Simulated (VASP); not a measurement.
Input of a VASP 6.6.1 run:

File POSCAR:

```
Al3Cu
1.0
    2.8153875768      0.0000000000      0.0000000000
    0.0000000000      2.7321741508      0.0000000000
    0.0000000000      0.0000000000      7.5918631133
Al Cu
3 1
Direct
    0.0000000000      0.0000000000      0.5000000000
    0.5000000000      0.5000000000      0.2226430006
    0.5000000000      0.5000000000      0.7773569994
    0.0000000000      0.0000000000      0.0000000000
```

Contents of INCAR.step1:

```
SYSTEM = Al3Cu
  PREC = Accurate
  ENCUT = 520
  ISMEAR = 0
  SIGMA = 0.15
  LREAL = .False.
  LASPH = .True.
  NELM = 80
  NBANDS = 18
  GGA = PE
  ALGO = Normal
  EDIFF = 1E-4
  LWAVE = .True.
  LCHARG = .False.
```

File INCAR.step2:

```
SYSTEM = Al3Cu
  PREC = Accurate
  ENCUT = 520
  EDIFF = 1E-6
  ISMEAR = 0
  SIGMA = 0.15
  LREAL = .False.
  LASPH = .True.
  NELM = 80
  ALGO = Normal
  ISIF = 2
  LWAVE = .False.
  LCHARG = .False.
  METAGGA = R2SCAN
  LMIXTAU = .True.
  NBANDS = 18
  ISTART = 1
```

Contents of KPOINTS:

```
Automatic mesh
0
Gamma
  18 18 6
  0 0 0
```

Potentials or basis: VASP PAW PBE potentials, release 64 (Al, Cu).

Launch:

```console
$ cat potpaw_PBE.64/Al/POTCAR potpaw_PBE.64/Cu/POTCAR > POTCAR
$ cp INCAR.step1 INCAR
$ mpirun -np 1 vasp_std > vasp.out
$ cp INCAR.step2 INCAR
$ mpirun -np 1 vasp_std > vasp.out
```

(1) Predict the band gap on the k mesh.

(2) What does it give for the pressure?

(3) What does it give for the largest force?

## Answers

(1) zero (bands 10 and 11 overlap by 6.51 eV).

(2) -0.1 GPa.

(3) 0.047 eV/Å.

Caveat: the cell differs from its parent crystal (strain +0.0150 x Voigt [1, -1, 0, 0, 0, 0]); the PAW data sets were made with another functional, which shifts forces and pressure a little.
